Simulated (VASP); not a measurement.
# CoO (R-3m) in VASP: further runs

The runs below take CoO through single point, with PBE.

Program: VASP 6.6.1. These are calculated values, not measurements. Logs are shortened: lines on timing, memory, paths and dates and some standing lists are left out, and cuts for length are marked.

**1. The cell of the first run**

It takes space group R-3m (No. 166, trigonal). Conventional cell: a = 3.022 Å, b = 3.022 Å, c = 6.349 Å, α = 90.00°, β = 90.00°, γ = 120.00°. Within 2.8 Å of Co (site symmetry -3m) lie 6 O at 2.04 Å and 6 Co at 2.74 Å. O (site symmetry -3m) has 6 Co at 2.04 Å and 6 O at 2.74 Å within 2.8 Å.

**2. Single point, PBE, collinear spin, ferromagnetic start (8.37 Å³/atom)**

Input file INCAR:

```
  ALGO = Normal
  EDIFF = 1E-6
  ENCUT = 520
  GGA = PE
  ISIF = 2
  ISMEAR = 0
  ISPIN = 2
  LASPH = True
  LCHARG = False
  LMAXMIX = 4
  LORBIT = 11
  LREAL = False
  LWAVE = False
  MAGMOM = 2.7 0.34
  NBANDS = 18
  NELM = 150
  PREC = Accurate
  SIGMA = 0.1
```

Input file KPOINTS:

```
k-points
0
Gamma
  18 18 18
```

Input file POSCAR:

```
CoO
1.0
    1.5107525019      0.8722333638      2.1163589618
   -1.5107525019      0.8722333638      2.1163589618
    0.0000000000     -1.7444667273      2.1163589619
Co O
1 1
Direct
    0.0000000000      0.0000000000      0.0000000000
    0.5000000000      0.5000000000      0.5000000000
```

Potentials or basis: VASP PAW PBE potentials, release 64 (Co, O).

Started as:

```
$ cat potpaw_PBE.64/Co/POTCAR potpaw_PBE.64/O/POTCAR > POTCAR
$ mpirun -np 1 vasp_std > vasp.out
```

OUTCAR:

```text
EDIFF = 1E-6
   ENCUT = 520
   GGA = PE
   ISIF = 2
   ISMEAR = 0
   ISPIN = 2
   LASPH = True
   LORBIT = 11
   LREAL = False
   NELM = 150
   PREC = Accurate

 ion  position               nearest neighbor table
   1  0.000  0.000  0.000-   2 2.04   2 2.04   2 2.04   2 2.04   2 2.04   2 2.04
   2  0.500  0.500  0.500-   1 2.04   1 2.04   1 2.04   1 2.04   1 2.04   1 2.04

  LATTYP: Found a trigonal (rhomboedric) cell.
 ALAT       =     2.7426518952
 COS(alpha) =     0.3931585164

  Lattice vectors:

 A1 = (   1.5107525019,   0.8722333638,   2.1163589618)
 A2 = (  -1.5107525019,   0.8722333638,   2.1163589618)
 A3 = (   0.0000000000,  -1.7444667273,   2.1163589619)

Analysis of symmetry for initial positions (statically):
=====================================================================
 Subroutine PRICEL returns:
 Original cell was already a primitive cell.

 Routine SETGRP: Setting up the symmetry group for a
 trigonal (rhombohedral) supercell.

 Subroutine GETGRP returns: Found 12 space group operations
 (whereof 12 operations were pure point group operations)
 out of a pool of 12 trial point group operations.

The static configuration has the point symmetry D_3d.

Analysis of symmetry for dynamics (positions and initial velocities):
=====================================================================
 Subroutine PRICEL returns:
 Original cell was already a primitive cell.

 Routine SETGRP: Setting up the symmetry group for a
 trigonal (rhombohedral) supercell.

 Subroutine GETGRP returns: Found 12 space group operations
 (whereof 12 operations were pure point group operations)
 out of a pool of 12 trial point group operations.

The dynamic configuration has the point symmetry D_3d.

Analysis of structural, dynamic, and magnetic symmetry:
=====================================================================
 Subroutine PRICEL returns:
 Original cell was already a primitive cell.

 Routine SETGRP: Setting up the symmetry group for a
 trigonal (rhombohedral) supercell.

 Subroutine GETGRP returns: Found 12 space group operations
 (whereof 12 operations were pure point group operations)
 out of a pool of 12 trial point group operations.

The overall configuration has the point symmetry D_3d.

 Subroutine INISYM returns: Found 12 space group operations
 (whereof 12 operations are pure point group operations),
 and found     1 'primitive' translations

----------------------------------------------------------------------------------------

                                     Primitive cell

  volume of cell :      16.7327

  direct lattice vectors                    reciprocal lattice vectors
     1.510752502  0.872233364  2.116358962     0.330960895  0.191080362  0.157503212
    -1.510752502  0.872233364  2.116358962    -0.330960895  0.191080362  0.157503212
     0.000000000 -1.744466727  2.116358962     0.000000000 -0.382160723  0.157503212

  length of vectors
     2.742651895  2.742651895  2.742651895     0.413344989  0.413344989  0.413344989

  position of ions in fractional coordinates (direct lattice)
     0.000000000  0.000000000  0.000000000
     0.500000000  0.500000000  0.500000000

  ion indices of the primitive-cell ions
   primitive index   ion index
                 1           1
                 2           2

----------------------------------------------------------------------------------------

 KPOINTS: k-points

Automatic generation of k-mesh.
 Grid dimensions read from file:
 generate k-points for:   18   18   18

 Generating k-lattice:

  Cartesian coordinates                     Fractional coordinates (reciprocal lattice)
     0.018386716  0.010615576  0.008750178     0.055555556  0.000000000  0.000000000
    -0.018386716  0.010615576  0.008750178     0.000000000  0.055555556  0.000000000
     0.000000000 -0.021231151  0.008750178     0.000000000  0.000000000  0.055555556

  Length of vectors
     0.022963611  0.022963611  0.022963611

  Shift w.r.t. Gamma in fractional coordinates (k-lattice)
     0.000000000  0.000000000  0.000000000

 Subroutine IBZKPT returns following result:
 ===========================================

 Found    580 irreducible k-points:

 Following reciprocal coordinates:
            Coordinates               Weight
  0.000000  0.000000  0.000000      1.000000
  0.055556  0.000000 -0.000000      6.000000
  0.111111  0.000000 -0.000000      6.000000
  0.166667  0.000000  0.000000      6.000000
  0.222222  0.000000  0.000000      6.000000
  0.277778  0.000000  0.000000      6.000000
[... 16 lines left out ...]
 -0.277778  0.055556 -0.000000     12.000000
 -0.222222  0.055556 -0.000000     12.000000
 [... further k-points ...]
   k-points           NKPTS =    580   k-points in BZ     NKDIM =    580   number of bands    NBANDS=     18
   number of dos      NEDOS =    301   number of ions     NIONS =      2
   total plane-waves  NPLWV =   8000
   dimension x,y,z NGX =    20 NGY =   20 NGZ =   20
   dimension x,y,z NGXF=    40 NGYF=   40 NGZF=   40
   ions per type =               1   1
   NGX,Y,Z   is equivalent  to a cutoff of  12.12, 12.12, 12.12 a.u.
   NGXF,Y,Z  is equivalent  to a cutoff of  24.25, 24.25, 24.25 a.u.
 SYSTEM =  unknown system
   PREC   = accura    normal or accurate (medium, high low for compatibility)
   ISTART =      0    job   : 0-new  1-cont  2-samecut
   ICHARG =      2    charge: 1-file 2-atom 10-const
   ISPIN  =      2    spin polarized calculation?
   LNONCOLLINEAR =      F non collinear calculations
   LSORBIT =      F    spin-orbit coupling
   LASPH  =      T    aspherical Exc in radial PAW
   ENCUT  =  520.0 eV  38.22 Ry    6.18 a.u.   5.10  5.10  5.10*2*pi/ulx,y,z
   NELM   =    150;   NELMIN=  2; NELMDL= -5     # of ELM steps
   EDIFF  = 0.1E-05   stopping-criterion for ELM
   LREAL  =      F    real-space projection
   EDIFFG = 0.1E-04   stopping-criterion for IOM
   NSW    =      0    number of steps for IOM
   IBRION =     -1    ionic relax: 0-MD 1-quasi-New 2-CG
   NFREE  =      0    steps in history (QN), initial steepest desc. (CG)
   ISIF   =      2    stress and relaxation
   ISYM   =      2    0-nonsym 1-usesym 2-fastsym
   POTIM  = 0.5000    time-step for ionic-motion
   TEBEG  =    0.0;   TEEND  =   0.0 temperature during run
   PSTRESS=    0.0 pullay stress
   NELECT =      15.0000    total number of electrons
   NUPDOWN=      -1.0000    fix difference up-down
   EMIN   =  10.00;   EMAX   =-10.00  energy-range for DOS
   EFERMI =   0.00;   METHOD = LEGACY
   ISMEAR =     0;   SIGMA  =   0.10  broadening in eV -4-tet -1-fermi 0-gaus
   EFERMI_NEDOS =   21; number of points for ismear=-14 and -15
   IALGO  =     38    algorithm
   IMIX   =      4    mixing-type and parameters
     AMIX     =   0.40;   BMIX     =  1.00
     AMIX_MAG =   1.60;   BMIX_MAG =  1.00
  volume/ion in A,a.u.               =       8.37        56.46
  Fermi-wavevector in a.u.,A,eV,Ry     =   1.578519  2.982968 33.901924  2.491721
  Thomas-Fermi vector in A             =   2.679037
   LORBIT       =     11    0 simple, 1 ext, 2 COOP (PROOUT), +10 PAW based schemes
   GGA     = PE    functional components
   LHFCALC =     F    Hartree Fock is set to
   AEXX    =    0.0000 exact exchange contribution
   IVDW    =     0    specifies the selected vdW correction
   LEPSILON=     F    determine dielectric tensor
   LRPA    =     F    only Hartree local field effects (RPA)
 spin polarized calculation
 Gauss-broadening in eV      SIGMA  =   0.10
  energy-cutoff  :      520.00
  volume of cell :       16.73
 maximum number of plane-waves:       466
   NGX = 11   NGY = 11   NGZ = 11

 number of electron      15.0000004 magnetization       2.3646312

 Free energy of the ion-electron system (eV)
  ---------------------------------------------------
  ext. energy  EPLUGINS =         0.00000000
  ---------------------------------------------------
  free energy    TOTEN  =       -12.91258796 eV

  energy without entropy =      -12.89816672  energy(sigma->0) =      -12.90537734

 E-fermi :   9.9720     XC(G=0): -13.2768

 val. band max:        9.9719246230   @ k =   0.3889   0.3889   0.0000
 cond. band min:       9.9722130959   @ k =   0.5000   0.4444   0.4444
 fundamental gap:      0.0002884728
 Fermi energy:         9.9719536267

 spin component 1

 k-point     1 :       0.0000    0.0000    0.0000
  band No.  band energies     occupation
      1     -11.5504      1.00000
      2       6.0130      1.00000
      3       6.0130      1.00000
      4       6.4880      1.00000
      5       6.4880      1.00000
      6       6.8811      1.00000
[... 10 lines left out ...]
     17      37.2664      0.00000
     18      37.2673      0.00000
[... 463 lines left out ...]
 k-point    24 :      -0.2222    0.0556   -0.0000
  band No.  band energies     occupation
      1     -10.8963      1.00000
      2       2.8476      1.00000
      3       4.0607      1.00000
      4       4.7182      1.00000
      5       7.1354      1.00000
      6       7.5185      1.00000
[... 10 lines left out ...]
     17      39.0151      0.00000
     18      39.6391      0.00000

 [... further k-points ...]

 spin component 2

 k-point     1 :       0.0000    0.0000    0.0000
  band No.  band energies     occupation
      1     -11.2089      1.00000
      2       6.3700      1.00000
      3       6.3700      1.00000
      4       7.3311      1.00000
      5       8.1384      1.00000
      6       8.1384      1.00000
[... 10 lines left out ...]
     17      38.0269      0.00000
     18      38.0269      0.00000
[... 463 lines left out ...]
 k-point    24 :      -0.2222    0.0556   -0.0000
  band No.  band energies     occupation
      1     -10.5462      1.00000
      2       3.3351      1.00000
      3       5.0109      1.00000
      4       5.8031      1.00000
      5       8.8079      1.00000
      6       9.1831      1.00000
[... 10 lines left out ...]
     17      39.5018      0.00000
     18      40.1285      0.00000

 [... further k-points ...]

------------------------ aborting loop because EDIFF is reached ----------------------------------------

  FORCE on cell =-STRESS in cart. coord.  units (eV):
  Direction    XX          YY          ZZ          XY          YZ          ZX
  --------------------------------------------------------------------------------------
  -------------------------------------------------------------------------------------
  Total        2.4725364      2.4725364      2.5116936      0.0000000      0.0000000     -0.0000000
  in kB      236.7481965    236.7481965    240.4975422      0.0000000      0.0000000     -0.0000000
  external PRESSURE =     237.9979784 kB  Pullay stress =       0.0000000 kB

 VOLUME and BASIS-vectors are now :
 -----------------------------------------------------------------------------
  energy-cutoff  :      520.00
  volume of cell :       16.73
      direct lattice vectors                 reciprocal lattice vectors
     1.510752502  0.872233364  2.116358962     0.330960895  0.191080362  0.157503212
    -1.510752502  0.872233364  2.116358962    -0.330960895  0.191080362  0.157503212
     0.000000000 -1.744466727  2.116358962     0.000000000 -0.382160723  0.157503212

 POSITION                                       TOTAL-FORCE (eV/Angst)
 -----------------------------------------------------------------------------------
      0.00000      0.00000      0.00000         0.000000     -0.000000      0.000000
      0.00000      0.00000      3.17454        -0.000000      0.000000     -0.000000
 -----------------------------------------------------------------------------------
    total drift:                               -0.000000     -0.000000      0.000000

  FREE ENERGIE OF THE ION-ELECTRON SYSTEM (eV)
  ---------------------------------------------------
  free  energy   TOTEN  =       -12.9125879616 eV

  energy  without entropy=      -12.8981667229  energy(sigma->0) =      -12.90537734

 total charge

# of ion       s       p       d       tot
------------------------------------------
    1        0.338   0.455   7.291   8.084
    2        1.562   3.470   0.000   5.032
--------------------------------------------------
tot          1.900   3.925   7.291  13.116

 magnetization (x)

# of ion       s       p       d       tot
------------------------------------------
    1        0.020   0.019   2.097   2.136
    2        0.031   0.163   0.000   0.194
--------------------------------------------------
tot          0.050   0.182   2.097   2.330
```

Wall time 3.2 min (1 thread of Oxide Virtual Turin-like, shared host); peak memory 0.31 GiB.

What came out:

```yaml
Free_energy: -12.9126 eV
Pressure: 23.8 GPa
Net_moment: 2.36 μB per cell
Site_moments: Co +2.14; O +0.19 μB
Valence_electrons_inside_the_program's_atomic_spheres: Co 8.08; O 5.03
```

Caveat: the cell stands under pressure; a cell with one magnetic atom can't hold antiferromagnetic order, which such compounds often take; semilocal functionals often make such compounds metallic where correlation or magnetic order opens a gap, which also shifts bond lengths.

[end of part 1 of 2]
